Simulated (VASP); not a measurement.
Input of a VASP 6.6.1 run:

INCAR

```
SYSTEM = Co
ALGO = Normal ; EDIFF = 1E-7
ENCUT = 520 ; GGA = RE
ISIF = 2 ; ISMEAR = -1
LASPH = .True. ; LCHARG = .True.
LELF = .True. ; LREAL = .False.
LVHAR = .True. ; LWAVE = .False.
NBANDS = 20 ; NELM = 100
PREC = Accurate ; SIGMA = 0.1
```

The input KPOINTS:

```
k-points
0
Gamma
  10 10 15
  0 0 0
```

File POSCAR:

```
Co
1.0
    4.0341296071      0.0000000000      0.0000000000
   -2.0170648036      3.4936587219      0.0000000000
    0.0000000000      0.0000000000      2.4735875930
Co
3
Direct
    0.0000000000      0.0000000000      0.0000000000
    0.3333333333      0.6666666667      0.5000000000
    0.6666666667      0.3333333333      0.5000000000
```

Potentials or basis: VASP PAW PBE potentials, release 64 (Co).

Run with:

```bash
$ cat potpaw_PBE.64/Co/POTCAR > POTCAR
$ mpirun -np 1 vasp_std > vasp.out
```

Problem. Estimate the pressure.

Solution. -14.5 GPa.

Stress tensor (GPa, compression positive):
```
-14.86   0.00   0.00
  0.00 -14.86   0.00
  0.00   0.00 -13.80
```

Caveat: the PAW data sets were made with another functional, which shifts forces and pressure a little; the run has no spin polarisation, though such a crystal can be magnetic. Spin polarisation is off, so any magnetic state and its effect on volume and gap are missing.
